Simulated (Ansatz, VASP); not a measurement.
## Two plane-wave programs on SiC

File INCAR:

```
SYSTEM = SiC
ALGO     = Normal         ! electronic algorithm
EDIFF    = 1E-6           ! SCF threshold, eV
ENCUT    = 520            ! plane-wave cutoff, eV
GGA      = PS             ! functional
ISIF     = 2              ! what is computed and relaxed
ISMEAR   = 0              ! smearing method
LASPH    = .TRUE.         ! aspherical terms in the spheres
LCHARG   = .TRUE.         ! write CHGCAR
LELF     = .TRUE.         ! ELF
LREAL    = .FALSE.        ! projectors in reciprocal space
LVHAR    = .TRUE.       
LWAVE    = .FALSE.        ! write WAVECAR
NBANDS   = 11             ! bands
NELM     = 100            ! most SCF steps
PREC     = Accurate       ! precision mode
SIGMA    = 0.05           ! smearing width, eV
```

File KPOINTS:

```
k-points
0
G
  10 10 10
  0 0 0
```

Contents of POSCAR:

```
SiC
1.0
    0.0000000000      2.1239298452      2.1239298452
    2.1239298452      0.0000000000      2.1239298452
    2.1239298452      2.1239298452      0.0000000000
Si C
1 1
Direct
    0.0000000000      0.0000000000      0.0000000000
    0.7500000000      0.7500000000      0.7500000000
```

Input for Ansatz:

```yaml
crystal:
  lattice:
    - [0.0, 2.1239298452, 2.1239298452]
    - [2.1239298452, 0.0, 2.1239298452]
    - [2.1239298452, 2.1239298452, 0.0]
  atoms:
    - { symbol: Si, position: [0.0, 0.0, 0.0] }
    - { symbol: C, position: [0.75, 0.75, 0.75] }
basis:
  ecutwfc: 520.0
kpoints:
  mp_grid: { grid: [10, 10, 10] }
hamiltonian:
  xc: pbesol
scf:
  occupations: { method: gaussian, width: 0.05 }
output:
  forces: true
  stress: true
  eigenvalues: true
```

Change from the starting cell: mode 6 frozen in at +0.000 Å, equal normal strain along x, y and z -0.0250.

Alike in both runs: task single point; functional PBEsol; k mesh 10 × 10 × 10; occupations gaussian, width 0.05 eV; no spin polarisation.

|  | VASP | Ansatz |
| --- | --- | --- |
| version | VASP 6.6.1 | Ansatz 0.2.0 |
| potentials or method | VASP PAW PBE potentials, release 64 (Si, C), cutoff 520 eV | scalar-relativistic, plane waves, PAW |
| valence electrons in the cell | 8 | 8 |

```tsv
	VASP	Ansatz	Ansatz less VASP
gap on the k mesh at the Fermi level (eV)	1.16	1.17	+0.011
least direct gap on the mesh (eV)	4.52	4.53	+0.011
pressure (GPa)	19.9	19.5	-0.42
```

VASP's potentials were made for PBE, not for PBEsol.
